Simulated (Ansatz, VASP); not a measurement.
# One calculation of Mg3Te2O, two programs

```xyz
6
Lattice="4.1741 0.0000 0.0000 -2.0870 3.6149 0.0000 0.0000 0.0000 9.1718" Properties=species:S:1:pos:R:3 pbc="T T T"
Mg    0.0000    0.0000    4.5859
Mg    0.0000    2.4099    0.0000
Mg    0.0000    2.4099    4.5859
Te    2.0870    1.2050    2.7106
Te    2.0870    1.2050    6.4612
O     0.0000    0.0000    0.0000
```

Change from the starting cell: species swapped into the Ce2CuGe3 type (P-6m2, No. 187).

Alike in both runs: functional PBE; k mesh 6 × 6 × 2; occupations gaussian, width 0.1 eV; no spin polarisation.

Ansatz relaxed the structure, and its values are those at the end. VASP's run is a single point on that final structure, the one shown.

```csv
,VASP,Ansatz
version,VASP 6.6.1,Ansatz 0.2.0
potentials or method,"VASP PAW PBE potentials, release 64 (Mg, Te, O), cutoff 520 eV","scalar-relativistic, plane waves, PAW"
valence electrons in the cell,24,68
```

Ansatz gave:

| Item | Value |
| --- | --- |
| gap on the k mesh at the Fermi level (eV) | 0.12 |
| least direct gap on the mesh (eV) | 0.34 |
| pressure (GPa) | 0.1 |
| rms of the force components (eV/Å) | 0.001 |

Problem. Which values does VASP return?

Solution. gap on the k mesh at the Fermi level (eV): 0.12; least direct gap on the mesh (eV): 0.32; pressure (GPa): 0.0; rms of the force components (eV/Å): 0.005.

VASP's potentials hold 24 valence electrons a cell and Ansatz's 68, so a difference there can come from the potentials and not from the codes.

Spin-orbit coupling is off throughout.
